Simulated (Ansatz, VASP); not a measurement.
This is a calculation of MnO for Ansatz 0.2.0.

input

```
crystal:
  lattice:
    - [2.67238866, 0.0, 0.0]
    - [0.0, 2.67238866, 0.0]
    - [0.0, 0.0, 2.67238866]
  atoms:
    - { symbol: Mn, position: [0.0, 0.0, 0.0], spin: 4.0 }
    - { symbol: O, position: [0.5, 0.5, 0.5] }
hamiltonian:
  xc: { exchange: pbe, correlation: pbe, exx: { coeff: 0.15, omega: 0.2 } }
  pseudopotentials: { kind: paw }
magnetization:
  spin_polarized: true
kpoints:
  mp_grid: { grid: [5, 5, 5] }
scf:
  occupations: { method: fermi_dirac, width: 0.05 }
output:
  forces: true
  stress: true
  eigenvalues: true
```

Problem. Set up the same calculation for VASP 6.6.1. Potentials there: VASP PAW PBE potentials, release 64 (Mn_pv, O).

Solution. As run (the cutoff follows the program's own potentials):

File POSCAR:

```
MnO
1.0
    2.6723886600      0.0000000000      0.0000000000
    0.0000000000      2.6723886600      0.0000000000
    0.0000000000      0.0000000000      2.6723886600
Mn O
1 1
Direct
    0.0000000000      0.0000000000      0.0000000000
    0.5000000000      0.5000000000      0.5000000000
```

The input INCAR.step1:

```
SYSTEM = MnO
PREC     = Accurate       ! precision mode
ENCUT    = 520            ! plane-wave cutoff, eV
EDIFF    = 1E-5           ! SCF threshold, eV
ISMEAR   = -1             ! smearing method
SIGMA    = 0.05           ! smearing width, eV
LREAL    = .FALSE.        ! projectors in reciprocal space
LASPH    = .TRUE.         ! aspherical terms in the spheres
NELM     = 150            ! most SCF steps
ALGO     = Normal         ! electronic algorithm
ISIF     = 2              ! what is computed and relaxed
LWAVE    = .TRUE.         ! write WAVECAR
LCHARG   = .FALSE.        ! write CHGCAR
ISPIN    = 2              ! spin polarisation
MAGMOM   = 4 0            ! initial moments
LORBIT   = 11             ! projections on sites
LMAXMIX  = 4              ! l up to which the mixer works
NBANDS   = 20             ! bands
GGA      = PE             ! functional
```

Contents of INCAR.step2:

```
SYSTEM = MnO
PREC     = Accurate       ! precision mode
ENCUT    = 520            ! plane-wave cutoff, eV
EDIFF    = 1E-7           ! SCF threshold, eV
ISMEAR   = -1             ! smearing method
SIGMA    = 0.05           ! smearing width, eV
LREAL    = .FALSE.        ! projectors in reciprocal space
LASPH    = .TRUE.         ! aspherical terms in the spheres
NELM     = 150            ! most SCF steps
ALGO     = Normal         ! electronic algorithm
ISIF     = 2              ! what is computed and relaxed
LWAVE    = .FALSE.        ! write WAVECAR
LCHARG   = .FALSE.        ! write CHGCAR
ISPIN    = 2              ! spin polarisation
MAGMOM   = 4 0            ! initial moments
LORBIT   = 11             ! projections on sites
LMAXMIX  = 4              ! l up to which the mixer works
GGA      = PE             ! functional
LHFCALC  = .TRUE.         ! exact exchange
AEXX     = 0.15           ! exact-exchange fraction
HFSCREEN = 0.2            ! screening, 1/A
PRECFOCK = Normal       
NBANDS   = 20             ! bands
ISTART   = 1
```

KPOINTS

```
regular mesh
0
G
  5 5 5
  0 0 0
```

Potentials or basis: VASP PAW PBE potentials, release 64 (Mn_pv, O).

Command:

```sh
$ cat potpaw_PBE.64/Mn_pv/POTCAR potpaw_PBE.64/O/POTCAR > POTCAR
$ cp INCAR.step1 INCAR
$ mpirun -np 1 vasp_std > vasp.out
$ cp INCAR.step2 INCAR
$ mpirun -np 1 vasp_std > vasp.out
```

Both were run:

|  | VASP | Ansatz | Ansatz less VASP |
| --- | --- | --- | --- |
| gap on the k mesh at the Fermi level (eV) | 1.13 | 1.13 | 0.000 |
| least direct gap on the mesh (eV) | 1.86 | 1.86 | -0.001 |
| pressure (GPa) | 18.9 | 18.4 | -0.48 |
| net moment per atom (μB) | 2.50 | 2.50 | 0.000 |
| size of the moment on the site where the two differ most (μB) | 4.54 | 4.32 | -0.225 |

VASP's potentials were made for PBE, not for PBE-based screened hybrid. Site moments also hang on the region over which each program counts them. The functional is the same, so the differences come from potentials, cutoffs and numerics. VASP's potentials hold 19 valence electrons a cell and Ansatz's 21, so a difference there can come from the potentials and not from the codes.

The k mesh is coarse, so the values compare programs but aren't converged. Noted on Ansatz's run: the magnetic or orbital state may not be the lowest; odd divisions of the mesh miss points on the zone boundary, where band edges often lie, so the gap on the mesh can be too wide.
